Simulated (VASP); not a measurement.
# CsBr (Pm-3m) in VASP: notebook, part 2 of 2

VASP 6.6.1. The steps go on from the part before.

**3. Electric field gradients, PBE (42.90 Å³/atom)**

This run uses another cell than the first one, of 42.90 Å³/atom.

File INCAR:

```
  PREC = Accurate
  ENCUT = 400
  EDIFF = 1E-8
  ISMEAR = -1
  SIGMA = 0.02
  LREAL = False
  LASPH = True
  NELM = 120
  ALGO = Normal
  ISIF = 2
  LWAVE = False
  LCHARG = False
  GGA = PE
  LEFG = True
  NBANDS = 15
  GGA_COMPAT = False
```

File KPOINTS:

```
regular mesh
0
Gamma
  6 6 6
```

File POSCAR:

```
CsBr
1.0
    4.4104598805      0.0000000000      0.0000000000
    0.0000000000      4.4104598805      0.0000000000
    0.0000000000      0.0000000000      4.4104598805
Cs Br
1 1
Direct
    0.0000000000      0.0000000000      0.0000000000
    0.5000000000      0.5000000000      0.5000000000
```

Potentials or basis: VASP PAW PBE potentials, release 64 (Cs_sv, Br).

Launch:

```console
$ cat potpaw_PBE.64/Cs_sv/POTCAR potpaw_PBE.64/Br/POTCAR > POTCAR
$ mpirun -np 1 vasp_std > vasp.out
```

OUTCAR:

```text
PREC = Accurate
   ENCUT = 400
   EDIFF = 1E-8
   ISMEAR = -1
   LREAL = False
   LASPH = True
   NELM = 120
   ISIF = 2
   GGA = PE

 ion  position               nearest neighbor table
   1  0.000  0.000  0.000-
   2  0.500  0.500  0.500-

  LATTYP: Found a simple cubic cell.
 ALAT       =     4.4104598805

  Lattice vectors:

 A1 = (   4.4104598805,   0.0000000000,   0.0000000000)
 A2 = (   0.0000000000,   4.4104598805,   0.0000000000)
 A3 = (   0.0000000000,   0.0000000000,   4.4104598805)

Analysis of symmetry for initial positions (statically):
=====================================================================
 Subroutine PRICEL returns:
 Original cell was already a primitive cell.

 Routine SETGRP: Setting up the symmetry group for a
 simple cubic supercell.

 Subroutine GETGRP returns: Found 48 space group operations
 (whereof 48 operations were pure point group operations)
 out of a pool of 48 trial point group operations.

The static configuration has the point symmetry O_h .

Analysis of symmetry for dynamics (positions and initial velocities):
=====================================================================
 Subroutine PRICEL returns:
 Original cell was already a primitive cell.

 Routine SETGRP: Setting up the symmetry group for a
 simple cubic supercell.

 Subroutine GETGRP returns: Found 48 space group operations
 (whereof 48 operations were pure point group operations)
 out of a pool of 48 trial point group operations.

The dynamic configuration has the point symmetry O_h .

[... 493 lines left out ...]
      2     -12.8249      2.00000
      3      -7.5639      2.00000
      4      -7.5639      2.00000
      5      -7.5639      2.00000
      6      -1.6924      2.00000
      7      -1.6924      2.00000
      8      -1.6924      2.00000
      9       7.2311      0.00000
     10       7.2311      0.00000
     11       7.2311      0.00000
     12       8.0632      0.00000
     13       8.0632      0.00000
     14       8.0632      0.00000
     15      10.0917      0.00000

------------------------ aborting loop because EDIFF is reached ----------------------------------------

  FORCE on cell =-STRESS in cart. coord.  units (eV):
  Direction    XX          YY          ZZ          XY          YZ          ZX
  --------------------------------------------------------------------------------------
  -------------------------------------------------------------------------------------
  Total       -0.0865282     -0.0865282     -0.0865282     -0.0000000     -0.0000000     -0.0000000
  in kB       -1.6159081     -1.6159081     -1.6159081     -0.0000000     -0.0000000     -0.0000000
  external PRESSURE =      -1.6159081 kB  Pullay stress =       0.0000000 kB

 VOLUME and BASIS-vectors are now :
 -----------------------------------------------------------------------------
  energy-cutoff  :      400.00
  volume of cell :       85.79
      direct lattice vectors                 reciprocal lattice vectors
     4.410459881  0.000000000  0.000000000     0.226733726  0.000000000  0.000000000
     0.000000000  4.410459881  0.000000000     0.000000000  0.226733726  0.000000000
     0.000000000  0.000000000  4.410459881     0.000000000  0.000000000  0.226733726

 POSITION                                       TOTAL-FORCE (eV/Angst)
 -----------------------------------------------------------------------------------
      0.00000      0.00000      0.00000         0.000000      0.000000      0.000000
      2.20523      2.20523      2.20523         0.000000      0.000000      0.000000
 -----------------------------------------------------------------------------------
    total drift:                                0.000000      0.000000     -0.000000

  FREE ENERGIE OF THE ION-ELECTRON SYSTEM (eV)
  ---------------------------------------------------
  free  energy   TOTEN  =        -6.0236563601 eV

  energy  without entropy=       -6.0236563601  energy(sigma->0) =       -6.02365636

 Electric field gradients (V/A^2)
---------------------------------------------------------------------
 ion       V_xx      V_yy      V_zz      V_xy      V_xz      V_yz
---------------------------------------------------------------------
   1      -0.000    -0.000     0.000    -0.000    -0.000     0.000
   2      -0.000    -0.000    -0.000     0.000     0.000    -0.000
---------------------------------------------------------------------

 Electric field gradients after diagonalization (V/A^2)
 (convention: |V_zz| > |V_xx| > |V_yy|)
----------------------------------------------------------------------
 ion       V_xx      V_yy      V_zz     asymmetry (V_yy - V_xx)/ V_zz
----------------------------------------------------------------------
   1      -0.000    -0.000     0.000       0.215
   2      -0.000    -0.000    -0.000      -0.078
----------------------------------------------------------------------

           NMR quadrupolar parameters

 Cq : quadrupolar parameter    Cq=e*Q*V_zz/h
 eta: asymmetry parameters     (V_yy - V_xx)/ V_zz
 Q  : nuclear electric quadrupole moment in mb (millibarn)
----------------------------------------------------------------------
 ion       Cq(MHz)       eta       Q (mb)
----------------------------------------------------------------------
   1       0.000       0.215       1.000
   2      -0.000      -0.078       1.000
----------------------------------------------------------------------
```

OSZICAR:

```text
N       E                     dE             d eps       ncg     rms          rms(c)
DAV:   1     0.801333597868E+02    0.80133E+02   -0.55666E+03   600   0.732E+02
DAV:   2    -0.244090640351E+00   -0.80377E+02   -0.74866E+02   874   0.142E+02
DAV:   3    -0.626398350342E+01   -0.60199E+01   -0.60018E+01   775   0.427E+01
DAV:   4    -0.631162655129E+01   -0.47643E-01   -0.47638E-01   712   0.467E+00
DAV:   5    -0.631190496103E+01   -0.27841E-03   -0.27841E-03   831   0.362E-01    0.181E+00
DAV:   6    -0.606182323109E+01    0.25008E+00   -0.23611E-01   740   0.243E+00    0.106E+00
DAV:   7    -0.602046324211E+01    0.41360E-01   -0.12960E-01   775   0.177E+00    0.627E-01
DAV:   8    -0.602371426229E+01   -0.32510E-02   -0.14960E-02   677   0.706E-01    0.132E-01
DAV:   9    -0.602353084822E+01    0.18341E-03   -0.17328E-03   761   0.207E-01    0.735E-02
DAV:  10    -0.602365323049E+01   -0.12238E-03   -0.22215E-04   677   0.980E-02    0.174E-02
DAV:  11    -0.602365664088E+01   -0.34104E-05   -0.26429E-05   684   0.293E-02    0.112E-02
DAV:  12    -0.602365608543E+01    0.55545E-06   -0.51576E-06   705   0.124E-02    0.107E-03
DAV:  13    -0.602365624518E+01   -0.15975E-06   -0.21964E-07   712   0.293E-03    0.159E-03
DAV:  14    -0.602365637602E+01   -0.13084E-06   -0.60274E-08   705   0.136E-03    0.205E-04
DAV:  15    -0.602365636328E+01    0.12741E-07   -0.15849E-09   468   0.253E-04    0.751E-05
DAV:  16    -0.602365636011E+01    0.31661E-08   -0.16521E-10   342   0.893E-05
   1 F= -.60236564E+01 E0= -.60236564E+01  d E =-.541328E-11
```

stdout:

```text
POSCAR found type information on POSCAR CsBr
 POSCAR found :  2 types and       2 ions
 scaLAPACK will be used
 LDA part: xc-table for (Slater+PW92), standard interpolation
 POSCAR, INCAR and KPOINTS ok, starting setup
 FFT: planning ... GRIDC
 FFT: planning ... GRID_SOFT
 FFT: planning ... GRID
 WAVECAR not read
 entering main loop
ion   1

ion   2
```

Wall time 38 s (1 thread of Intel Xeon 8259CL, shared host); peak memory 0.17 GiB.

What came out:

```
Free energy                             : -6.0237 eV
Pressure                                : -0.2 GPa
Band gap on the k mesh                  : 4.19 eV (least direct gap 4.22 eV)
Largest electric field gradient by atom : zero within the noise of the run
```

Levels at points of the mesh, in eV from the valence-band top:
```csv
k point,band 5,band 6,band 7,band 8,band 9,band 10,band 11,band 12
"(0.00, 0.00, 0.00)",-6.55,-0.03,-0.03,-0.03,4.19,4.97,4.97,8.83
"(0.50, 0.00, 0.00)",-6.47,-1.17,-0.18,-0.18,5.88,6.88,7.28,8.31
"(0.50, 0.50, 0.00)",-6.42,-0.56,-0.56,0.00,5.19,5.42,7.12,7.12
"(0.50, 0.50, 0.50)",-6.87,-1.00,-1.00,-1.00,7.92,7.92,7.92,8.75
```

Caveat: spin-orbit coupling is left out, which moves the levels of the heavy elements. A k mesh can miss the band edges.

**4. Electric field gradients, PBE (42.90 Å³/atom)**

This run uses another cell than the first one, of 42.90 Å³/atom.

File INCAR:

```
SYSTEM = CsBr
ALGO     = Normal         ! electronic algorithm
EDIFF    = 1E-8           ! SCF threshold, eV
ENCUT    = 400            ! plane-wave cutoff, eV
GGA      = PE             ! functional
GGA_COMPAT= .FALSE.      
ISIF     = 2              ! what is computed and relaxed
ISMEAR   = -1             ! smearing method
LASPH    = .TRUE.         ! aspherical terms in the spheres
LCHARG   = .FALSE.        ! write CHGCAR
LEFG     = .TRUE.       
LREAL    = .FALSE.        ! projectors in reciprocal space
LWAVE    = .FALSE.        ! write WAVECAR
NBANDS   = 15             ! bands
NELM     = 120            ! most SCF steps
PREC     = Accurate       ! precision mode
SIGMA    = 0.02           ! smearing width, eV
```

File KPOINTS:

```
k-points
0
G
  6 6 6
  0 0 0
```

POSCAR is that of step 3.

Potentials or basis: VASP PAW PBE potentials, release 64 (Cs_sv, Br).

Launch:

```console
$ cat potpaw_PBE.64/Cs_sv/POTCAR potpaw_PBE.64/Br/POTCAR > POTCAR
$ mpirun -np 1 vasp_std > vasp.out
```

OUTCAR:

```text
SYSTEM = CsBr
   EDIFF = 1E-8
   ENCUT = 400
   GGA = PE
   ISIF = 2
   ISMEAR = -1
   LASPH = .TRUE.
   LREAL = .FALSE.
   NELM = 120
   PREC = Accurate

 ion  position               nearest neighbor table
   1  0.000  0.000  0.000-
   2  0.500  0.500  0.500-

  LATTYP: Found a simple cubic cell.
 ALAT       =     4.4104598805

  Lattice vectors:

 A1 = (   4.4104598805,   0.0000000000,   0.0000000000)
 A2 = (   0.0000000000,   4.4104598805,   0.0000000000)
[... 563 lines left out ...]

  FREE ENERGIE OF THE ION-ELECTRON SYSTEM (eV)
  ---------------------------------------------------
  free  energy   TOTEN  =        -6.0236563601 eV

  energy  without entropy=       -6.0236563601  energy(sigma->0) =       -6.02365636

 Electric field gradients (V/A^2)
---------------------------------------------------------------------
 ion       V_xx      V_yy      V_zz      V_xy      V_xz      V_yz
---------------------------------------------------------------------
   1      -0.000    -0.000     0.000    -0.000    -0.000     0.000
   2      -0.000    -0.000    -0.000     0.000     0.000    -0.000
---------------------------------------------------------------------

 Electric field gradients after diagonalization (V/A^2)
 (convention: |V_zz| > |V_xx| > |V_yy|)
----------------------------------------------------------------------
 ion       V_xx      V_yy      V_zz     asymmetry (V_yy - V_xx)/ V_zz
----------------------------------------------------------------------
   1      -0.000    -0.000     0.000       0.215
   2      -0.000    -0.000    -0.000      -0.078
----------------------------------------------------------------------

           NMR quadrupolar parameters

 Cq : quadrupolar parameter    Cq=e*Q*V_zz/h
 eta: asymmetry parameters     (V_yy - V_xx)/ V_zz
 Q  : nuclear electric quadrupole moment in mb (millibarn)
----------------------------------------------------------------------
 ion       Cq(MHz)       eta       Q (mb)
----------------------------------------------------------------------
   1       0.000       0.215       1.000
   2      -0.000      -0.078       1.000
----------------------------------------------------------------------
```

stdout:

```text
POSCAR found type information on POSCAR CsBr
 POSCAR found :  2 types and       2 ions
 scaLAPACK will be used
 LDA part: xc-table for (Slater+PW92), standard interpolation
 POSCAR, INCAR and KPOINTS ok, starting setup
 FFT: planning ... GRIDC
 FFT: planning ... GRID_SOFT
 FFT: planning ... GRID
 WAVECAR not read
 entering main loop
ion   1

ion   2
```

Run time: 36 s. Hardware: 1 thread of Intel Xeon 8259CL, shared host; peak memory 0.17 GiB.

Results:

```yaml
Free_energy: -6.0237 eV
Pressure: -0.2 GPa
Band_gap_on_the_k_mesh: 4.19 eV (least direct gap 4.22 eV)
Largest_electric_field_gradient_by_atom: zero within the noise of the run
```

Caveat: spin-orbit coupling is left out, which moves the levels of the heavy elements.

**5. Single point, PBE**

This run uses another cell than the first one, of 40.47 Å³/atom.

File POSCAR:

```
CsBr
1.0
    4.3256222200      0.0000000000      0.0000000000
    0.0000000000      4.3256222200      0.0000000000
    0.0000000000      0.0000000000      4.3256222200
Cs Br
1 1
Direct
    0.0000000000      0.0000000000      0.0000000000
    0.5000000000      0.5000000000      0.5000000000
```

File INCAR.step1:

```
PREC = Accurate ; ENCUT = 400
EDIFF = 1E-6 ; ISMEAR = -1
SIGMA = 0.02 ; LREAL = F
LASPH = T ; NELM = 120
ALGO = Normal ; ISIF = 2
LWAVE = F ; LCHARG = T
GGA = PE ; NBANDS = 15
GGA_COMPAT = F ; NEDOS = 2001
LORBIT = 11
```

File KPOINTS.step1:

```
Automatic mesh
0
Gamma
  6 6 6
```

File INCAR.step2:

```
PREC = Accurate ; ENCUT = 400
EDIFF = 1E-6 ; ISMEAR = -5
SIGMA = 0.02 ; LREAL = F
LASPH = T ; NELM = 120
ALGO = Normal ; ISIF = 2
LWAVE = F ; LCHARG = F
GGA = PE ; LORBIT = 11
NEDOS = 2001 ; ICHARG = 11
GGA_COMPAT = F
```

File KPOINTS.step2:

```
Automatic mesh
0
Gamma
  9 9 9
```

Launch:

```console
$ cat potpaw_PBE.64/Cs_sv/POTCAR potpaw_PBE.64/Br/POTCAR > POTCAR
$ cp INCAR.step1 INCAR
$ cp KPOINTS.step1 KPOINTS
$ mpirun -np 1 vasp_std > vasp.out
$ cp INCAR.step2 INCAR
$ cp KPOINTS.step2 KPOINTS
$ mpirun -np 1 vasp_std > vasp.out
```

Wall time 44 s (1 thread of Intel Xeon 8259CL, shared host); peak memory 0.16 GiB.

It converged, with:

```
Valence electrons inside the program's atomic spheres : Cs 6.58; Br 4.88
```

Levels at points of the mesh, in eV from the valence-band top:
| k point | band 6 | band 7 | band 8 | band 9 | band 10 | band 11 |
| --- | --- | --- | --- | --- | --- | --- |
| (0.00, 0.00, 0.00) | 0.00 | 0.00 | 0.00 | 4.42 | 4.95 | 4.95 |

Caveat: spin-orbit coupling is left out, which moves the levels of the heavy elements.

**6. Summary**

```csv
task,cell,k mesh for the DOS,occupations for the DOS,gap on the mesh (eV),pressure (GPa)
electric field gradients,"a = 4.368 Å, 2 atoms",-,-,4.30,0.2
electric field gradients,"a = 4.410 Å, 2 atoms",-,-,4.19,-0.2
single point,"a = 4.326 Å, 2 atoms",9 × 9 × 9,tetrahedron,-,-
```

Alike in all rows: level PBE; potentials or basis VASP PAW PBE potentials, release 64 (Cs_sv, Br); no spin polarisation; k mesh 6 × 6 × 6; cutoff (eV) 400; smearing fermi-dirac 0.02 eV.

Caveats: spin-orbit coupling is left out, which moves the levels of the heavy elements.

Total energies depend on the potentials used, so only differences within one code and one set of settings carry meaning.
